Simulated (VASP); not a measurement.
Crystal: HfIr3.

```
Hf Ir
1.0
     3.92600    0.00000    0.00000
     0.00000    3.92600    0.00000
     0.00000    0.00000    3.92600
Hf Ir
1 3
Direct
  0.00000 0.00000 0.00000
  0.00000 0.50000 0.50000
  0.50000 0.00000 0.50000
  0.50000 0.50000 0.00000
```

| Quantity | Value |
| --- | --- |
| Program | VASP 6.6.1 |
| Task | relaxation of volume and atoms at fixed shape |
| Functional | LDA |
| Potentials or basis | VASP PAW LDA potentials, release 64 (Hf_pv, Ir) |
| Cutoff | 600 eV |
| k mesh | 6 × 6 × 6 |
| Occupations | methfessel-paxton, width 0.1 eV |
| Spin | no spin polarisation |

At the start: pressure -5.7 GPa; volume 15.13 Å³/atom.

Task: Where does the relaxation end?

Result: Over 3 steps the energy falls by 5.1 meV/atom and the volume is 14.86 Å³/atom (-1.8 %); space group Pm-3m (No. 221, to 0.1 Å) before and after.

Step by step:
```
step  energy change (eV)  largest force (eV/Å)  pressure (GPa)  volume (Å³)
   1              0.0000                0.0000           -5.74        60.51
   2              0.2163                0.0000           22.87        55.89
   3             -0.0202                0.0000           -0.10        59.43
```

Final structure:
```
CELL_PARAMETERS angstrom
3.90251 0.00000 0.00000
0.00000 3.90251 0.00000
0.00000 0.00000 3.90251
ATOMIC_POSITIONS crystal
Hf 0.00000 0.00000 0.00000
Ir 0.00000 0.50000 0.50000
Ir 0.50000 0.00000 0.50000
Ir 0.50000 0.50000 0.00000
```
